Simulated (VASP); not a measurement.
# BN (P6_3/mmc) in VASP: settings compared

BN is run at these levels: BLYP+D3(BJ), PBE; tasks: single point.

Everything below comes from runs of VASP 6.6.1. Logs are shortened: lines on timing, memory, paths and dates and some standing lists are left out, and cuts for length are marked.

### Step 1. The cell of the first run

Symmetry: P6_3/mmc, No. 194, hexagonal system. Conventional cell: a = 2.506 Å, b = 2.506 Å, c = 6.415 Å, α = 90.00°, β = 90.00°, γ = 120.00°. N (site symmetry -6m2) has 3 B at 1.45 Å within 1.9 Å. Within 1.9 Å of B (site symmetry -6m2) lie 3 N at 1.45 Å.

### Step 2. Single point, BLYP+D3(BJ)

INCAR

```
SYSTEM = BN
AGGAC = 1.0 ; AGGAX = 1.0
ALDAC = 0.0 ; ALDAX = 1.0
ALGO = Normal ; EDIFF = 1E-6
ENCUT = 520 ; GGA = B5
ISIF = 2 ; ISMEAR = -1
IVDW = 12 ; LASPH = .TRUE.
LCHARG = .FALSE. ; LREAL = .FALSE.
LWAVE = .FALSE. ; NBANDS = 16
NELM = 100 ; PREC = Accurate
SIGMA = 0.05 ; VDW_A1 = 0.4298
VDW_A2 = 4.2359 ; VDW_S6 = 1.0
VDW_S8 = 2.6996
```

KPOINTS

```
k-points
0
G
  12 12 4
  0 0 0
```

POSCAR

```
BN
1.0
    2.5060528511      0.0000000000      0.0000000000
   -1.2530264255      2.1703054322      0.0000000000
    0.0000000000      0.0000000000      6.4148356752
N B
2 2
Direct
    0.6666666667      0.3333333333      0.2500000000
    0.3333333333      0.6666666667      0.7500000000
    0.6666666667      0.3333333333      0.7500000000
    0.3333333333      0.6666666667      0.2500000000
```

Potentials or basis: VASP PAW PBE potentials, release 64 (N, B).

Run with:

```console
$ cat potpaw_PBE.64/N/POTCAR potpaw_PBE.64/B/POTCAR > POTCAR
$ mpirun -np 1 vasp_std > vasp.out
```

OUTCAR:

```text
SYSTEM = BN
   EDIFF = 1E-6
   ENCUT = 520
   GGA = B5
   ISIF = 2
   ISMEAR = -1
   IVDW = 12
   LASPH = .TRUE.
   LREAL = .FALSE.
   NELM = 100
   PREC = Accurate
 IVDW          = 12

 ion  position               nearest neighbor table
   1  0.667  0.333  0.250-   4 1.45   4 1.45   4 1.45
   2  0.333  0.667  0.750-   3 1.45   3 1.45   3 1.45
   3  0.667  0.333  0.750-   2 1.45   2 1.45   2 1.45
   4  0.333  0.667  0.250-   1 1.45   1 1.45   1 1.45

  LATTYP: Found a hexagonal cell.
 ALAT       =     2.5060528511
 C/A-ratio  =     2.5597367878

  Lattice vectors:

 A1 = (   2.5060528511,   0.0000000000,   0.0000000000)
 A2 = (  -1.2530264255,   2.1703054322,   0.0000000000)
 A3 = (   0.0000000000,   0.0000000000,   6.4148356752)

Analysis of symmetry for initial positions (statically):
=====================================================================
 Subroutine PRICEL returns:
 Original cell was already a primitive cell.

 Routine SETGRP: Setting up the symmetry group for a
 hexagonal supercell.

 Subroutine GETGRP returns: Found 24 space group operations
 (whereof 12 operations were pure point group operations)
 out of a pool of 24 trial point group operations.

The static configuration has the point symmetry D_3d.
 The point group associated with its full space group is D_6h.

Analysis of symmetry for dynamics (positions and initial velocities):
=====================================================================
 Subroutine PRICEL returns:
 Original cell was already a primitive cell.

 Routine SETGRP: Setting up the symmetry group for a
 hexagonal supercell.

 Subroutine GETGRP returns: Found 24 space group operations
 (whereof 12 operations were pure point group operations)
 out of a pool of 24 trial point group operations.

The dynamic configuration has the point symmetry D_3d.
 The point group associated with its full space group is D_6h.

 Subroutine INISYM returns: Found 24 space group operations
 (whereof 12 operations are pure point group operations),
 and found     1 'primitive' translations

----------------------------------------------------------------------------------------

                                     Primitive cell

  volume of cell :      34.8897

  direct lattice vectors                    reciprocal lattice vectors
     2.506052851  0.000000000  0.000000000     0.399033883  0.230382320  0.000000000
    -1.253026426  2.170305432  0.000000000     0.000000000  0.460764639  0.000000000
     0.000000000  0.000000000  6.414835675     0.000000000  0.000000000  0.155888639

  length of vectors
     2.506052851  2.506052851  6.414835675     0.460764639  0.460764639  0.155888639

  position of ions in fractional coordinates (direct lattice)
     0.666666667  0.333333333  0.250000000
     0.333333333  0.666666667  0.750000000
     0.666666667  0.333333333  0.750000000
     0.333333333  0.666666667  0.250000000

  ion indices of the primitive-cell ions
   primitive index   ion index
                 1           1
                 2           2
                 3           3
                 4           4

----------------------------------------------------------------------------------------

 KPOINTS: k-points

Automatic generation of k-mesh.
 Grid dimensions read from file:
 generate k-points for:   12   12    4

 Generating k-lattice:

  Cartesian coordinates                     Fractional coordinates (reciprocal lattice)
     0.033252824  0.019198527  0.000000000     0.083333333  0.000000000  0.000000000
     0.000000000  0.038397053  0.000000000     0.000000000  0.083333333  0.000000000
     0.000000000  0.000000000  0.038972160     0.000000000  0.000000000  0.250000000

  Length of vectors
     0.038397053  0.038397053  0.038972160

  Shift w.r.t. Gamma in fractional coordinates (k-lattice)
     0.000000000  0.000000000  0.000000000

 Subroutine IBZKPT returns following result:
 ===========================================

 Found     57 irreducible k-points:

 Following reciprocal coordinates:
            Coordinates               Weight
  0.000000  0.000000  0.000000      1.000000
  0.083333  0.000000  0.000000      6.000000
  0.166667  0.000000  0.000000      6.000000
  0.250000  0.000000  0.000000      6.000000
  0.333333  0.000000  0.000000      6.000000
  0.416667  0.000000  0.000000      6.000000
[... 16 lines left out ...]
  0.250000  0.000000  0.250000     12.000000
  0.333333  0.000000  0.250000     12.000000
 [... further k-points ...]
   k-points           NKPTS =     57   k-points in BZ     NKDIM =     57   number of bands    NBANDS=     16
   number of dos      NEDOS =    301   number of ions     NIONS =      4
   total plane-waves  NPLWV =  19200
   dimension x,y,z NGX =    20 NGY =   20 NGZ =   48
   dimension x,y,z NGXF=    40 NGYF=   40 NGZF=   96
   ions per type =               2   2
   NGX,Y,Z   is equivalent  to a cutoff of  13.27, 13.27, 12.44 a.u.
   NGXF,Y,Z  is equivalent  to a cutoff of  26.54, 26.54, 24.88 a.u.
 SYSTEM =  BN
   PREC   = accura    normal or accurate (medium, high low for compatibility)
   ISTART =      0    job   : 0-new  1-cont  2-samecut
   ICHARG =      2    charge: 1-file 2-atom 10-const
   ISPIN  =      1    spin polarized calculation?
   LNONCOLLINEAR =      F non collinear calculations
   LSORBIT =      F    spin-orbit coupling
   LASPH  =      T    aspherical Exc in radial PAW
   ENCUT  =  520.0 eV  38.22 Ry    6.18 a.u.   4.66  4.66 11.93*2*pi/ulx,y,z
   NELM   =    100;   NELMIN=  2; NELMDL= -5     # of ELM steps
   EDIFF  = 0.1E-05   stopping-criterion for ELM
   LREAL  =      F    real-space projection
   EDIFFG = 0.1E-04   stopping-criterion for IOM
   NSW    =      0    number of steps for IOM
   IBRION =     -1    ionic relax: 0-MD 1-quasi-New 2-CG
   NFREE  =      0    steps in history (QN), initial steepest desc. (CG)
   ISIF   =      2    stress and relaxation
   ISYM   =      2    0-nonsym 1-usesym 2-fastsym
   POTIM  = 0.5000    time-step for ionic-motion
   TEBEG  =    0.0;   TEEND  =   0.0 temperature during run
   PSTRESS=    0.0 pullay stress
   NELECT =      16.0000    total number of electrons
   NUPDOWN=      -1.0000    fix difference up-down
   EMIN   =  10.00;   EMAX   =-10.00  energy-range for DOS
   EFERMI =   0.00;   METHOD = LEGACY
   ISMEAR =    -1;   SIGMA  =   0.05  broadening in eV -4-tet -1-fermi 0-gaus
   EFERMI_NEDOS =   21; number of points for ismear=-14 and -15
   IALGO  =     38    algorithm
   IMIX   =      4    mixing-type and parameters
     AMIX     =   0.40;   BMIX     =  1.00
     AMIX_MAG =   1.60;   BMIX_MAG =  1.00
  volume/ion in A,a.u.               =       8.72        58.86
  Fermi-wavevector in a.u.,A,eV,Ry     =   1.262455  2.385694 21.684870  1.593793
  Thomas-Fermi vector in A             =   2.395862
   LORBIT       =      0    0 simple, 1 ext, 2 COOP (PROOUT), +10 PAW based schemes
   GGA     = B5    functional components
   LHFCALC =     F    Hartree Fock is set to
   AEXX    =    0.0000 exact exchange contribution
   IVDW    =    12    specifies the selected vdW correction
   LEPSILON=     F    determine dielectric tensor
   LRPA    =     F    only Hartree local field effects (RPA)
 non-spin polarized calculation
  energy-cutoff  :      520.00
  volume of cell :       34.89
 maximum number of plane-waves:       959
 NGX is ok and might be reduce to    20
   NGX =  9   NGY =  9   NGZ = 23

 number of electron      15.9999998 magnetization

 Free energy of the ion-electron system (eV)
  ---------------------------------------------------
  ext. energy  EPLUGINS =         0.00000000
  ---------------------------------------------------
  free energy    TOTEN  =       -33.59533853 eV

  energy without entropy =      -33.59533853  energy(sigma->0) =      -33.59533853

 E-fermi :   4.0466     XC(G=0):  -9.7878

 val. band max:        2.9480760321   @ k =   0.3333   0.2500   0.0000
 cond. band min:       7.2246522957   @ k =   0.5000   0.0000   0.0000
 fundamental gap:      4.2765762636
 Fermi energy:         4.0466152426

 k-point     1 :       0.0000    0.0000    0.0000
  band No.  band energies     occupation
      1     -14.8261      2.00000
      2     -14.4459      2.00000
      3      -3.3881      2.00000
      4      -0.9005      2.00000
      5       1.4793      2.00000
      6       1.4793      2.00000
[... 8 lines left out ...]
     15      15.3832      0.00000
     16      15.9067      0.00000

 k-point     2 :       0.0833    0.0000    0.0000
  band No.  band energies     occupation
      1     -14.6910      2.00000
      2     -14.3166      2.00000
      3      -3.2021      2.00000
      4      -0.7363      2.00000
      5       0.9372      2.00000
      6       0.9866      2.00000
[... 8 lines left out ...]
     15      15.3941      0.00000
     16      15.8377      0.00000

 k-point     3 :       0.1667    0.0000    0.0000
  band No.  band energies     occupation
      1     -14.2932      2.00000
      2     -13.9365      2.00000
      3      -2.6508      2.00000
      4      -0.4441      2.00000
      5      -0.3835      2.00000
      6      -0.2545      2.00000
[... 8 lines left out ...]
     15      16.8115      0.00000
     16      16.9249      0.00000

 k-point     4 :       0.2500    0.0000    0.0000
  band No.  band energies     occupation
      1     -13.6593      2.00000
      2     -13.3341      2.00000
      3      -2.2065      2.00000
      4      -2.1197      2.00000
      5      -1.7590      2.00000
      6      -0.1145      2.00000
[... 8 lines left out ...]
     15      18.9040      0.00000
     16      18.9692      0.00000
[... 324 lines left out ...]
 k-point    22 :       0.1667    0.0000    0.2500
  band No.  band energies     occupation
      1     -14.2441      2.00000
      2     -13.9922      2.00000
      3      -2.3641      2.00000
      4      -0.7369      2.00000
      5      -0.4271      2.00000
      6      -0.3428      2.00000
[... 8 lines left out ...]
     15      16.6838      0.00000
     16      16.7887      0.00000

 k-point    23 :       0.2500    0.0000    0.2500
  band No.  band energies     occupation
      1     -13.6143      2.00000
      2     -13.3845      2.00000
      3      -2.2156      2.00000
      4      -2.1415      2.00000
      5      -1.4556      2.00000
      6      -0.1034      2.00000
[... 8 lines left out ...]
     15      18.9225      0.00000
     16      19.0230      0.00000

 k-point    24 :       0.3333    0.0000    0.2500
  band No.  band energies     occupation
      1     -12.8173      2.00000
      2     -12.6237      2.00000
      3      -3.9536      2.00000
      4      -3.8747      2.00000
      5      -0.7215      2.00000
      6      -0.6625      2.00000
[... 8 lines left out ...]
     15      19.9304      0.00000
     16      21.4140      0.00000

 [... further k-points ...]

------------------------ aborting loop because EDIFF is reached ----------------------------------------

 Edisp (eV)   -1.13060

 E8    (eV) :    -0.6797

  FORCE on cell =-STRESS in cart. coord.  units (eV):
  Direction    XX          YY          ZZ          XY          YZ          ZX
  --------------------------------------------------------------------------------------
  -------------------------------------------------------------------------------------
  Total      -0.04510    -0.04510    -0.02538    -0.00000     0.00000     0.00000
  in kB      -2.07116    -2.07116    -1.16529    -0.00000     0.00000     0.00000
  external pressure =       -1.77 kB  Pullay stress =        0.00 kB

 VOLUME and BASIS-vectors are now :
 -----------------------------------------------------------------------------
  energy-cutoff  :      520.00
  volume of cell :       34.89
      direct lattice vectors                 reciprocal lattice vectors
     2.506052851  0.000000000  0.000000000     0.399033883  0.230382320  0.000000000
    -1.253026426  2.170305432  0.000000000     0.000000000  0.460764639  0.000000000
     0.000000000  0.000000000  6.414835675     0.000000000  0.000000000  0.155888639

 POSITION                                       TOTAL-FORCE (eV/Angst)
 -----------------------------------------------------------------------------------
      1.25303      0.72344      1.60371        -0.000000     -0.000000      0.000000
     -0.00000      1.44687      4.81113         0.000000      0.000000      0.000000
      1.25303      0.72344      4.81113        -0.000000      0.000000      0.000000
     -0.00000      1.44687      1.60371         0.000000     -0.000000      0.000000
 -----------------------------------------------------------------------------------
    total drift:                                0.000000     -0.000000      0.000000

  FREE ENERGIE OF THE ION-ELECTRON SYSTEM (eV)
  ---------------------------------------------------
  free  energy   TOTEN  =       -34.7259371216 eV

  energy  without entropy=      -34.7259371216  energy(sigma->0) =      -34.72593712
```

Wall time 16 s (1 thread of Intel Xeon 6975P-C (Granite Rapids), shared host); peak memory 0.17 GiB.

What came out:

| Quantity | Value |
| --- | --- |
| Free energy | -34.7259 eV |
| Pressure | -0.2 GPa |
| Band gap on the k mesh | 4.28 eV, indirect (least direct gap 4.65 eV) |
| Dispersion energy per atom | -0.283 eV |

Stress tensor (GPa, compression positive):
```
-0.21  0.00  0.00
 0.00 -0.21  0.00
 0.00  0.00 -0.12
```

Caveat: the PAW data sets were made with another functional, which shifts forces and pressure a little.

[end of part 1 of 2]
